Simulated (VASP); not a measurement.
# B3N2 (P6/mmm) in VASP: relaxation of cell and atoms with PBE

Aim: the relaxation of cell and atoms of B3N2 with PBE.

Everything below comes from runs of VASP 6.6.1. Logs are shortened: lines on timing, memory, paths and dates and some standing lists are left out, and cuts for length are marked.

## Step 1: The cell of the first run

The structure is hexagonal, space group P6/mmm (No. 191). The conventional cell has a = 3.336 Å, b = 3.336 Å, c = 9.202 Å, α = 90.00°, β = 90.00°, γ = 120.00°. Within 2.2 Å of B (site symmetry mmm) lie 4 B at 1.67 Å. N (site symmetry 6mm) has 1 N at 1.10 Å within 1.5 Å.

The cell was generated, and may not be a known phase.

## Step 2: Relaxation of cell and atoms, PBE

File INCAR:

```
SYSTEM = B3N2
ALGO = Normal
EDIFF = 1E-7
EDIFFG = -0.01
ENCUT = 1330
GGA = PE
GGA_COMPAT = .FALSE.
IBRION = 2
ISIF = 3
ISMEAR = 0
LASPH = .TRUE.
LCHARG = .FALSE.
LREAL = .FALSE.
LWAVE = .FALSE.
NELM = 120
NELMIN = 4
NSW = 100
PREC = Accurate
SIGMA = 0.1
```

File KPOINTS:

```
k-points
0
G
  12 12 4
  0 0 0
```

File POSCAR:

```
B3N2
1.0
    3.3361559065      0.0000000000      0.0000000000
   -1.6680779532      2.8891957660      0.0000000000
    0.0000000000      0.0000000000      9.2018840875
B N
3 2
Direct
    0.5000000000      0.0000000000      0.0000000000
    0.0000000000      0.5000000000      0.0000000000
    0.5000000000      0.5000000000      0.0000000000
    0.0000000000      0.0000000000      0.4401249300
    0.0000000000      0.0000000000      0.5598750700
```

Potentials or basis: VASP PAW PBE potentials, release 64 (B_h, N_h).

Started as:

```
$ cat potpaw_PBE.64/B_h/POTCAR potpaw_PBE.64/N_h/POTCAR > POTCAR
$ mpirun -np 1 vasp_std > vasp.out
```

OUTCAR:

```text
SYSTEM = B3N2
   EDIFF = 1E-7
   EDIFFG = -0.01
   ENCUT = 1330
   GGA = PE
   IBRION = 2
   ISIF = 3
   ISMEAR = 0
   LASPH = .TRUE.
   LREAL = .FALSE.
   NELM = 120
   NELMIN = 4
   NSW = 100
   PREC = Accurate

 ion  position               nearest neighbor table
   1  0.500  0.000  0.000-
   2  0.000  0.500  0.000-
   3  0.500  0.500  0.000-
   4  0.000  0.000  0.440-   5 1.10
   5  0.000  0.000  0.560-   4 1.10

  LATTYP: Found a hexagonal cell.
 ALAT       =     3.3361559065
 C/A-ratio  =     2.7582296348

  Lattice vectors:

 A1 = (   3.3361559065,   0.0000000000,   0.0000000000)
 A2 = (  -1.6680779532,   2.8891957660,   0.0000000000)
 A3 = (   0.0000000000,   0.0000000000,   9.2018840875)

Analysis of symmetry for initial positions (statically):
=====================================================================
 Subroutine PRICEL returns:
 Original cell was already a primitive cell.

 Routine SETGRP: Setting up the symmetry group for a
 hexagonal supercell.

 Subroutine GETGRP returns: Found 24 space group operations
 (whereof 24 operations were pure point group operations)
 out of a pool of 24 trial point group operations.

The static configuration has the point symmetry D_6h.

Analysis of symmetry for dynamics (positions and initial velocities):
=====================================================================
 Subroutine PRICEL returns:
 Original cell was already a primitive cell.

 Routine SETGRP: Setting up the symmetry group for a
 hexagonal supercell.

 Subroutine GETGRP returns: Found 24 space group operations
 (whereof 24 operations were pure point group operations)
 out of a pool of 24 trial point group operations.

The dynamic configuration has the point symmetry D_6h.

 Subroutine INISYM returns: Found 24 space group operations
 (whereof 24 operations are pure point group operations),
 and found     1 'primitive' translations

----------------------------------------------------------------------------------------

                                     Primitive cell

  volume of cell :      88.6952

  direct lattice vectors                    reciprocal lattice vectors
     3.336155907  0.000000000  0.000000000     0.299746183  0.173058540  0.000000000
[... 109 lines left out ...]
   IALGO  =     38    algorithm
   IMIX   =      4    mixing-type and parameters
     AMIX     =   0.40;   BMIX     =  1.00
     AMIX_MAG =   1.60;   BMIX_MAG =  1.00
  volume/ion in A,a.u.               =      17.74       119.71
  Fermi-wavevector in a.u.,A,eV,Ry     =   0.979549  1.851079 13.055002  0.959516
  Thomas-Fermi vector in A             =   2.110410
   LORBIT       =      0    0 simple, 1 ext, 2 COOP (PROOUT), +10 PAW based schemes
   GGA     = PE    functional components
   LHFCALC =     F    Hartree Fock is set to
   AEXX    =    0.0000 exact exchange contribution
   IVDW    =     0    specifies the selected vdW correction
   LEPSILON=     F    determine dielectric tensor
   LRPA    =     F    only Hartree local field effects (RPA)
 conjugate gradient relaxation of ions
 non-spin polarized calculation
 Gauss-broadening in eV      SIGMA  =   0.10
  energy-cutoff  :     1330.00
  volume of cell :       88.70
 maximum number of plane-waves:      9804
 NGX is ok and might be reduce to    40
   NGX = 19   NGY = 19   NGZ = 55

--------------------------------------- Ionic step        1  -------------------------------------------

 number of electron      19.0000000 magnetization

 Free energy of the ion-electron system (eV)
  ---------------------------------------------------
  ext. energy  EPLUGINS =         0.00000000
  ---------------------------------------------------
  free energy    TOTEN  =       -34.11100073 eV

  energy without entropy =      -34.09649856  energy(sigma->0) =      -34.10374965

------------------------ aborting loop because EDIFF is reached ----------------------------------------

  FORCE on cell =-STRESS in cart. coord.  units (eV):
  Direction    XX          YY          ZZ          XY          YZ          ZX
  --------------------------------------------------------------------------------------
  -------------------------------------------------------------------------------------
  Total       -0.0572035     -0.0572035      0.0300845     -0.0000000     -0.0000000      0.0000000
  in kB       -1.0333168     -1.0333168      0.5434424     -0.0000000     -0.0000000      0.0000000
  external PRESSURE =      -0.5077304 kB  Pullay stress =       0.0000000 kB
[... 104 lines left out ...]
--------------------------------------- Ionic step        4  -------------------------------------------

 number of electron      19.0000000 magnetization

 Free energy of the ion-electron system (eV)
  ---------------------------------------------------
  ext. energy  EPLUGINS =         0.00000000
  ---------------------------------------------------
  free energy    TOTEN  =       -34.11104287 eV

  energy without entropy =      -34.09641854  energy(sigma->0) =      -34.10373071

 E-fermi :  -0.3984     XC(G=0):  -7.1602

 val. band max:       -0.4353976303   @ k =   0.4167   0.0833   0.0000
 cond. band min:      -0.3963024907   @ k =   0.3333   0.2500   0.0000
 fundamental gap:      0.0390951396
 Fermi energy:        -0.3983914972

 k-point     1 :       0.0000    0.0000    0.0000
  band No.  band energies     occupation
      1     -23.4893      2.00000
      2     -12.4200      2.00000
      3      -9.0100      2.00000
      4      -6.4633      2.00000
      5      -6.2090      2.00000
      6      -6.2090      2.00000
      7      -5.8416      2.00000
      8      -4.0288      2.00000
      9      -0.6066      1.99677
     10      -0.6066      1.99677
     11       3.6650      0.00000
     12       3.6650      0.00000
     13       5.1850      0.00000
[... 354 lines left out ...]
  band No.  band energies     occupation
      1     -23.3797      2.00000
      2     -11.1607      2.00000
      3      -8.6879      2.00000
      4      -7.9059      2.00000
      5      -7.2230      2.00000
      6      -6.4047      2.00000
      7      -5.3201      2.00000
      8      -3.3128      2.00000
      9      -2.3186      2.00000
     10      -0.8995      2.00000
     11       2.3280      0.00000
     12       3.3791      0.00000
     13       3.4301      0.00000

 [... further k-points ...]

------------------------ aborting loop because EDIFF is reached ----------------------------------------

  FORCE on cell =-STRESS in cart. coord.  units (eV):
  Direction    XX          YY          ZZ          XY          YZ          ZX
  --------------------------------------------------------------------------------------
  -------------------------------------------------------------------------------------
  Total        0.0074328      0.0074328     -0.0217761      0.0000000      0.0000000      0.0000000
  in kB        0.1344424      0.1344424     -0.3938820      0.0000000      0.0000000      0.0000000
  external PRESSURE =      -0.0416658 kB  Pullay stress =       0.0000000 kB
[... 20 lines left out ...]
  FREE ENERGIE OF THE ION-ELECTRON SYSTEM (eV)
  ---------------------------------------------------
  free  energy   TOTEN  =       -34.1110428704 eV

  energy  without entropy=      -34.0964185437  energy(sigma->0) =      -34.10373071

 reached required accuracy - stopping structural energy minimisation
```

Run time: 9.9 min. Hardware: 1 thread of Intel Xeon Platinum 8259CL at 2.50GHz (Skylake/Cascade Lake), shared host; peak memory 0.61 GiB.

What came out:

```yaml
Free_energy: -34.1110 eV
Relaxed_volume: 17.72 Å³/atom
Relaxed_cell: a = 3.334 Å, b = 3.334 Å, c = 9.200 Å, α = 90.00°, β = 90.00°, γ = 120.00°
Space_group_after_relaxing_to_0.1_Å: P6/mmm (No. 191)
Energy_gained_by_relaxing: 0.0 meV/atom
Ionic_steps: 4
Pressure_after_relaxing: 0.0 GPa
Band_gap_on_the_k_mesh: zero (an odd number of electrons rules out a gap without spin polarisation)
```

Forces in eV/Å, atoms in the order of the input:
```
B    0.000  0.000  0.000
B    0.000  0.000  0.000
B    0.000  0.000  0.000
N    0.000  0.000 -0.002
N    0.000  0.000  0.002
```

Final structure:
```yaml
crystal:
  lattice:
    - [3.33428, 0.00000, 0.00000]
    - [-1.66714, 2.88757, 0.00000]
    - [0.00000, 0.00000, 9.20004]
  atoms:
    - { symbol: B, position: [0.50000, 0.00000, 0.00000] }
    - { symbol: B, position: [0.00000, 0.50000, 0.00000] }
    - { symbol: B, position: [0.50000, 0.50000, 0.00000] }
    - { symbol: N, position: [0.00000, 0.00000, 0.44009] }
    - { symbol: N, position: [0.00000, 0.00000, 0.55991] }
```

Caveat: this functional lacks dispersion, which binds layers or chains, so the pressure and a relaxed spacing across them are unreliable; an odd number of electrons without spin polarisation forces a metal; a magnetic or distorted state may lie lower.

The gap in the log of VASP goes by the Fermi energy; the results here count the filled bands.